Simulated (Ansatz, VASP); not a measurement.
This is a calculation of Pb for Ansatz 0.2.0.

input

```
crystal:
  lattice:
    - [-1.9796595667, 1.9796595667, 1.9796595667]
    - [1.9796595667, -1.9796595667, 1.9796595667]
    - [1.9796595667, 1.9796595667, -1.9796595667]
  atoms:
    - { symbol: Pb, position: [0.0, 0.0, 0.0] }
hamiltonian:
  xc: hse06
  pseudopotentials: { kind: paw }
kpoints:
  mp_grid: { grid: [6, 6, 6] }
scf:
  occupations: { method: fermi_dirac, width: 0.05 }
output:
  forces: true
  stress: true
  eigenvalues: true
```

Question: Translate it to VASP 6.6.1. Potentials there: VASP PAW PBE potentials, release 64 (Pb_d).

Answer: As run (the cutoff follows the program's own potentials):

File POSCAR:

```
Pb
1.0
   -1.9796595667      1.9796595667      1.9796595667
    1.9796595667     -1.9796595667      1.9796595667
    1.9796595667      1.9796595667     -1.9796595667
Pb
1
Direct
    0.0000000000      0.0000000000      0.0000000000
```

Contents of INCAR.step1:

```
SYSTEM = Pb
PREC = Accurate ; ENCUT = 520
EDIFF = 1E-5 ; ISMEAR = -1
SIGMA = 0.05 ; LREAL = .FALSE.
LASPH = .TRUE. ; NELM = 100
ALGO = Normal ; ISIF = 2
LWAVE = .TRUE. ; LCHARG = .FALSE.
NBANDS = 13 ; GGA = PE
```

Contents of INCAR.step2:

```
SYSTEM = Pb
PREC = Accurate ; ENCUT = 520
EDIFF = 1E-6 ; ISMEAR = -1
SIGMA = 0.05 ; LREAL = .FALSE.
LASPH = .TRUE. ; NELM = 100
ALGO = Normal ; ISIF = 2
LWAVE = .FALSE. ; LCHARG = .FALSE.
GGA = PE ; LHFCALC = .TRUE.
HFSCREEN = 0.2079 ; PRECFOCK = Normal
NBANDS = 13 ; ISTART = 1
```

Contents of KPOINTS:

```
regular mesh
0
G
  6 6 6
  0 0 0
```

Potentials or basis: VASP PAW PBE potentials, release 64 (Pb_d).

The run is started by

```bash
$ cat potpaw_PBE.64/Pb_d/POTCAR > POTCAR
$ cp INCAR.step1 INCAR
$ mpirun -np 1 vasp_std > vasp.out
$ cp INCAR.step2 INCAR
$ mpirun -np 1 vasp_std > vasp.out
```

Both were run:

|  | VASP | Ansatz | Ansatz less VASP |
| --- | --- | --- | --- |
| gap on the k mesh at the Fermi level (eV) | none | none | - |
| pressure (GPa) | -0.7 | -0.6 | +0.06 |

A gap of «none» marks a metal or a gap that the smearing closes. With one functional, cell and mesh, what is left measures potentials, basis and numerics.

The k mesh is coarse, so the values compare programs but aren't converged. Neither program's run includes spin-orbit coupling.
